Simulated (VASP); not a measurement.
# BaTiO3 in VASP: a series of runs

The runs below take BaTiO3 through single point, with PBE.

Program: VASP 6.6.1. These are calculated values, not measurements. Logs are shortened: lines on timing, memory, paths and dates and some standing lists are left out, and cuts for length are marked.

### Step 1. The cell of the first run

The structure is tetragonal, space group P4mm (No. 99). Conventional cell: a = 4.019 Å, b = 4.019 Å, c = 4.019 Å, α = 90.00°, β = 90.00°, γ = 90.00°. Within 3.7 Å of Ba (site symmetry 4mm) lie 12 O at 2.84 Å and 8 Ti at 3.48 Å. Within 2.5 Å of Ti (site symmetry 4mm) lie 6 O at 1.91 to 2.11 Å. O (site symmetry 4mm) has 2 Ti at 1.91 to 2.11 Å within 2.5 Å. Within 2.7 Å of O (site symmetry 2mm) lie 2 Ti at 2.01 Å.

### Step 2. Single point, PBE (atom 3 (O) moved by (+0.000, -0.100) A along [1 1 0] and z)

Input file INCAR:

```
SYSTEM = BaTiO3
PREC     = Accurate       ! precision mode
ENCUT    = 520            ! plane-wave cutoff, eV
EDIFF    = 1E-6           ! SCF threshold, eV
ISMEAR   = 0              ! smearing method
SIGMA    = 0.05           ! smearing width, eV
LREAL    = .False.        ! projectors in reciprocal space
LASPH    = .True.         ! aspherical terms in the spheres
NELM     = 80             ! most SCF steps
ALGO     = Normal         ! electronic algorithm
ISIF     = 2              ! what is computed and relaxed
LWAVE    = .False.        ! write WAVECAR
LCHARG   = .False.        ! write CHGCAR
GGA      = PE             ! functional
NBANDS   = 28             ! bands
```

Input file KPOINTS:

```
Automatic mesh
0
Gamma
  8 8 8
  0 0 0
```

Input file POSCAR:

```
BaTiO3
1.0
    4.0192318615      0.0000000000      0.0000000000
    0.0000000000      4.0192318615      0.0000000000
    0.0000000000      0.0000000000      4.0192813204
Ba Ti O
1 1 3
Direct
    0.0000000000      0.0000000000      0.0000000000
    0.5000000000      0.5000000000      0.5000000000
    0.5000000000      0.5000000000     -0.0248800699
    0.5000000000      0.0000000000      0.5000000000
    0.0000000000      0.5000000000      0.5000000000
```

Potentials or basis: VASP PAW PBE potentials, release 64 (Ba_sv, Ti_sv, O).

Run with:

```sh
cat potpaw_PBE.64/Ba_sv/POTCAR potpaw_PBE.64/Ti_sv/POTCAR potpaw_PBE.64/O/POTCAR > POTCAR
mpirun -np 1 vasp_std > vasp.out
```

OUTCAR:

```text
SYSTEM = BaTiO3
   PREC = Accurate
   ENCUT = 520
   EDIFF = 1E-6
   ISMEAR = 0
   LREAL = .False.
   LASPH = .True.
   NELM = 80
   ISIF = 2
   GGA = PE

 ion  position               nearest neighbor table
   1  0.000  0.000  0.000-   4 2.84   5 2.84   4 2.84   5 2.84   5 2.84   5 2.84   4 2.84   4 2.84
                             3 2.84   3 2.84   3 2.84   3 2.84   2 3.48   2 3.48   2 3.48   2 3.48
   2  0.500  0.500  0.500-   3 1.91   4 2.01   5 2.01   4 2.01   5 2.01   3 2.11   1 3.48   1 3.48
                             1 3.48   1 3.48   1 3.48   1 3.48   1 3.48   1 3.48
   3  0.500  0.500  0.975-   2 1.91   2 2.11   1 2.84   1 2.84   1 2.84   1 2.84
   4  0.500  0.000  0.500-   2 2.01   2 2.01   1 2.84   1 2.84   1 2.84   1 2.84
   5  0.000  0.500  0.500-   2 2.01   2 2.01   1 2.84   1 2.84   1 2.84   1 2.84

  LATTYP: Found a simple tetragonal cell.
 ALAT       =     4.0192318615
 C/A-ratio  =     1.0000123056

  Lattice vectors:

 A1 = (   4.0192318615,   0.0000000000,   0.0000000000)
 A2 = (   0.0000000000,   4.0192318615,   0.0000000000)
 A3 = (   0.0000000000,   0.0000000000,   4.0192813204)

Analysis of symmetry for initial positions (statically):
=====================================================================
 Subroutine PRICEL returns:
 Original cell was already a primitive cell.

 Routine SETGRP: Setting up the symmetry group for a
 simple tetragonal supercell.

 Subroutine GETGRP returns: Found  8 space group operations
 (whereof  8 operations were pure point group operations)
 out of a pool of 16 trial point group operations.

The static configuration has the point symmetry C_4v.

Analysis of symmetry for dynamics (positions and initial velocities):
=====================================================================
 Subroutine PRICEL returns:
 Original cell was already a primitive cell.

 Routine SETGRP: Setting up the symmetry group for a
 simple tetragonal supercell.

 Subroutine GETGRP returns: Found  8 space group operations
 (whereof  8 operations were pure point group operations)
 out of a pool of 16 trial point group operations.

The dynamic configuration has the point symmetry C_4v.

 Subroutine INISYM returns: Found  8 space group operations
 (whereof  8 operations are pure point group operations),
 and found     1 'primitive' translations

----------------------------------------------------------------------------------------

                                     Primitive cell

  volume of cell :      64.9284

  direct lattice vectors                    reciprocal lattice vectors
     4.019231861  0.000000000  0.000000000     0.248803760  0.000000000  0.000000000
     0.000000000  4.019231861  0.000000000     0.000000000  0.248803760  0.000000000
     0.000000000  0.000000000  4.019281320     0.000000000  0.000000000  0.248800699

  length of vectors
     4.019231861  4.019231861  4.019281320     0.248803760  0.248803760  0.248800699

  position of ions in fractional coordinates (direct lattice)
     0.000000000  0.000000000  0.000000000
     0.500000000  0.500000000  0.500000000
     0.500000000  0.500000000  0.975119930
     0.500000000  0.000000000  0.500000000
     0.000000000  0.500000000  0.500000000

  ion indices of the primitive-cell ions
   primitive index   ion index
                 1           1
                 2           2
                 3           3
                 4           4
                 5           5

----------------------------------------------------------------------------------------

 KPOINTS: Automatic mesh

Automatic generation of k-mesh.
 Grid dimensions read from file:
 generate k-points for:    8    8    8

 Generating k-lattice:

  Cartesian coordinates                     Fractional coordinates (reciprocal lattice)
     0.031100470  0.000000000  0.000000000     0.125000000  0.000000000  0.000000000
     0.000000000  0.031100470  0.000000000     0.000000000  0.125000000  0.000000000
     0.000000000  0.000000000  0.031100087     0.000000000  0.000000000  0.125000000

  Length of vectors
     0.031100470  0.031100470  0.031100087

  Shift w.r.t. Gamma in fractional coordinates (k-lattice)
     0.000000000  0.000000000  0.000000000

 Subroutine IBZKPT returns following result:
 ===========================================

 Found     75 irreducible k-points:

 Following reciprocal coordinates:
            Coordinates               Weight
  0.000000  0.000000  0.000000      1.000000
  0.125000  0.000000  0.000000      4.000000
  0.250000  0.000000  0.000000      4.000000
  0.375000  0.000000  0.000000      4.000000
  0.500000  0.000000  0.000000      2.000000
  0.125000  0.125000  0.000000      4.000000
[... 16 lines left out ...]
  0.375000  0.125000  0.125000     16.000000
  0.500000  0.125000  0.125000      8.000000
 [... further k-points ...]
   k-points           NKPTS =     75   k-points in BZ     NKDIM =     75   number of bands    NBANDS=     28
   number of dos      NEDOS =    301   number of ions     NIONS =      5
   total plane-waves  NPLWV =  27000
   dimension x,y,z NGX =    30 NGY =   30 NGZ =   30
   dimension x,y,z NGXF=    60 NGYF=   60 NGZF=   60
   ions per type =               1   1   3
   NGX,Y,Z   is equivalent  to a cutoff of  12.41, 12.41, 12.41 a.u.
   NGXF,Y,Z  is equivalent  to a cutoff of  24.82, 24.82, 24.82 a.u.
 SYSTEM =  BaTiO3
   PREC   = accura    normal or accurate (medium, high low for compatibility)
   ISTART =      0    job   : 0-new  1-cont  2-samecut
   ICHARG =      2    charge: 1-file 2-atom 10-const
   ISPIN  =      1    spin polarized calculation?
   LNONCOLLINEAR =      F non collinear calculations
   LSORBIT =      F    spin-orbit coupling
   LASPH  =      T    aspherical Exc in radial PAW
   ENCUT  =  520.0 eV  38.22 Ry    6.18 a.u.   7.47  7.47  7.47*2*pi/ulx,y,z
   NELM   =     80;   NELMIN=  2; NELMDL= -5     # of ELM steps
   EDIFF  = 0.1E-05   stopping-criterion for ELM
   LREAL  =      F    real-space projection
   EDIFFG = 0.1E-04   stopping-criterion for IOM
   NSW    =      0    number of steps for IOM
   IBRION =     -1    ionic relax: 0-MD 1-quasi-New 2-CG
   NFREE  =      0    steps in history (QN), initial steepest desc. (CG)
   ISIF   =      2    stress and relaxation
   ISYM   =      2    0-nonsym 1-usesym 2-fastsym
   POTIM  = 0.5000    time-step for ionic-motion
   TEBEG  =    0.0;   TEEND  =   0.0 temperature during run
   PSTRESS=    0.0 pullay stress
   NELECT =      40.0000    total number of electrons
   NUPDOWN=      -1.0000    fix difference up-down
   EMIN   =  10.00;   EMAX   =-10.00  energy-range for DOS
   EFERMI =   0.00;   METHOD = LEGACY
   ISMEAR =     0;   SIGMA  =   0.05  broadening in eV -4-tet -1-fermi 0-gaus
   EFERMI_NEDOS =   21; number of points for ismear=-14 and -15
   IALGO  =     38    algorithm
   IMIX   =      4    mixing-type and parameters
     AMIX     =   0.40;   BMIX     =  1.00
     AMIX_MAG =   1.60;   BMIX_MAG =  1.00
  volume/ion in A,a.u.               =      12.99        87.63
  Fermi-wavevector in a.u.,A,eV,Ry     =   1.392996  2.632381 26.401274  1.940439
  Thomas-Fermi vector in A             =   2.516685
   LORBIT       =      0    0 simple, 1 ext, 2 COOP (PROOUT), +10 PAW based schemes
   GGA     = PE    functional components
   LHFCALC =     F    Hartree Fock is set to
   AEXX    =    0.0000 exact exchange contribution
   IVDW    =     0    specifies the selected vdW correction
   LEPSILON=     F    determine dielectric tensor
   LRPA    =     F    only Hartree local field effects (RPA)
 non-spin polarized calculation
 Gauss-broadening in eV      SIGMA  =   0.05
  energy-cutoff  :      520.00
  volume of cell :       64.93
 maximum number of plane-waves:      1775
 NGX is ok and might be reduce to    30
   NGX = 15   NGY = 15   NGZ = 15

 number of electron      39.9999978 magnetization

 Free energy of the ion-electron system (eV)
  ---------------------------------------------------
  ext. energy  EPLUGINS =         0.00000000
  ---------------------------------------------------
  free energy    TOTEN  =       -39.95711673 eV

  energy without entropy =      -39.95711673  energy(sigma->0) =      -39.95711673

 E-fermi :   3.9914     XC(G=0): -11.1902

 val. band max:        3.7623588973   @ k =   0.5000   0.5000   0.5000
 cond. band min:       5.4995711860   @ k =   0.0000   0.0000   0.0000
 fundamental gap:      1.7372122887
 Fermi energy:         3.9913737494

 k-point     1 :       0.0000    0.0000    0.0000
  band No.  band energies     occupation
      1     -52.8971      2.00000
      2     -29.1279      2.00000
      3     -29.1010      2.00000
      4     -29.1010      2.00000
      5     -21.1171      2.00000
      6     -13.1242      2.00000
[... 20 lines left out ...]
     27       8.7759      0.00000
     28      10.9691      0.00000

 k-point     2 :       0.1250    0.0000    0.0000
  band No.  band energies     occupation
      1     -52.8970      2.00000
      2     -29.1276      2.00000
      3     -29.1083      2.00000
      4     -29.1007      2.00000
      5     -21.1011      2.00000
      6     -13.1328      2.00000
[... 20 lines left out ...]
     27       9.0723      0.00000
     28      11.3413      0.00000

 k-point     3 :       0.2500    0.0000    0.0000
  band No.  band energies     occupation
      1     -52.8967      2.00000
      2     -29.1270      2.00000
      3     -29.1257      2.00000
      4     -29.1001      2.00000
      5     -21.0621      2.00000
      6     -13.1935      2.00000
[... 20 lines left out ...]
     27       9.8685      0.00000
     28      12.0443      0.00000

 k-point     4 :       0.3750    0.0000    0.0000
  band No.  band energies     occupation
      1     -52.8963      2.00000
      2     -29.1431      2.00000
      3     -29.1263      2.00000
      4     -29.0994      2.00000
      5     -21.0224      2.00000
      6     -13.2913      2.00000
[... 578 lines left out ...]
     27      10.3385      0.00000
     28      11.9699      0.00000

 k-point    23 :       0.3750    0.1250    0.1250
  band No.  band energies     occupation
      1     -52.8961      2.00000
      2     -29.1423      2.00000
      3     -29.1331      2.00000
      4     -29.1062      2.00000
      5     -21.0002      2.00000
      6     -13.1647      2.00000
[... 20 lines left out ...]
     27      11.2223      0.00000
     28      12.3322      0.00000

 k-point    24 :       0.5000    0.1250    0.1250
  band No.  band energies     occupation
      1     -52.8959      2.00000
      2     -29.1494      2.00000
      3     -29.1328      2.00000
      4     -29.1059      2.00000
      5     -20.9851      2.00000
      6     -13.1964      2.00000
[... 20 lines left out ...]
     27      11.5910      0.00000
     28      12.4606      0.00000

 [... further k-points ...]

------------------------ aborting loop because EDIFF is reached ----------------------------------------

  FORCE on cell =-STRESS in cart. coord.  units (eV):
  Direction    XX          YY          ZZ          XY          YZ          ZX
  --------------------------------------------------------------------------------------
  -------------------------------------------------------------------------------------
  Total        0.8410647      0.8410647      1.2711570      0.0000000      0.0000000      0.0000000
  in kB       20.7541753     20.7541753     31.3671633      0.0000000      0.0000000      0.0000000
  external PRESSURE =      24.2918380 kB  Pullay stress =       0.0000000 kB

 VOLUME and BASIS-vectors are now :
 -----------------------------------------------------------------------------
  energy-cutoff  :      520.00
  volume of cell :       64.93
      direct lattice vectors                 reciprocal lattice vectors
     4.019231861  0.000000000  0.000000000     0.248803760  0.000000000  0.000000000
     0.000000000  4.019231861  0.000000000     0.000000000  0.248803760  0.000000000
     0.000000000  0.000000000  4.019281320     0.000000000  0.000000000  0.248800699

 POSITION                                       TOTAL-FORCE (eV/Angst)
 -----------------------------------------------------------------------------------
      0.00000      0.00000      0.00000         0.000000      0.000000     -0.118346
      2.00962      2.00962      2.00964         0.000000     -0.000000      0.477995
      2.00962      2.00962      3.91928        -0.000000     -0.000000      0.536080
      2.00962      0.00000      2.00964         0.000000      0.000000     -0.447865
      0.00000      2.00962      2.00964         0.000000      0.000000     -0.447865
 -----------------------------------------------------------------------------------
    total drift:                                0.000000      0.000000     -0.000046

  FREE ENERGIE OF THE ION-ELECTRON SYSTEM (eV)
  ---------------------------------------------------
  free  energy   TOTEN  =       -39.9571167349 eV

  energy  without entropy=      -39.9571167349  energy(sigma->0) =      -39.95711673
```

Wall time 77 s (1 thread of AMD EPYC 9R45 (Zen 5), shared host); peak memory 0.24 GiB.

What came out:

```yaml
Free_energy: -39.9571 eV
Pressure: 2.4 GPa
Largest_force: 0.536 eV/Å
Band_gap_on_the_k_mesh: 1.74 eV, indirect (least direct gap 1.94 eV)
```

Forces in eV/Å, atoms in the order of the input:
```
Ba   0.000  0.000 -0.118
Ti   0.000  0.000  0.478
O    0.000  0.000  0.536
O    0.000  0.000 -0.448
O    0.000  0.000 -0.448
```

Stress tensor (GPa, compression positive):
```
2.08 0.00 0.00
0.00 2.08 0.00
0.00 0.00 3.14
```

Levels at points of the mesh, in eV from the valence-band top:
| k point | band 17 | band 18 | band 19 | band 20 | band 21 | band 22 | band 23 | band 24 |
| --- | --- | --- | --- | --- | --- | --- | --- | --- |
| (0.00, 0.00, 0.00) | -1.08 | -0.23 | -0.21 | -0.21 | 1.74 | 1.81 | 1.81 | 3.84 |
| (0.50, 0.00, 0.00) | -1.81 | -1.65 | -0.78 | -0.77 | 1.93 | 3.44 | 3.44 | 3.89 |
| (0.50, 0.50, 0.00) | -1.78 | -0.92 | -0.92 | -0.09 | 3.46 | 3.46 | 3.86 | 4.68 |
| (0.00, 0.00, 0.50) | -1.89 | -1.89 | -0.71 | -0.71 | 1.89 | 3.46 | 3.46 | 3.85 |
| (0.50, 0.00, 0.50) | -1.71 | -0.88 | -0.88 | -0.12 | 3.45 | 3.47 | 3.87 | 4.69 |
| (0.50, 0.50, 0.50) | -2.41 | -0.03 | -0.03 | 0.00 | 4.10 | 4.11 | 4.11 | 6.61 |

Caveat: the cell differs from its parent crystal (atom 3 (O) moved by (+0.000, -0.100) A along [1 1 0] and z); spin-orbit coupling is left out, which moves the levels of the heavy elements. A k mesh can miss the band edges.

(Continued in part 2 of 2.)
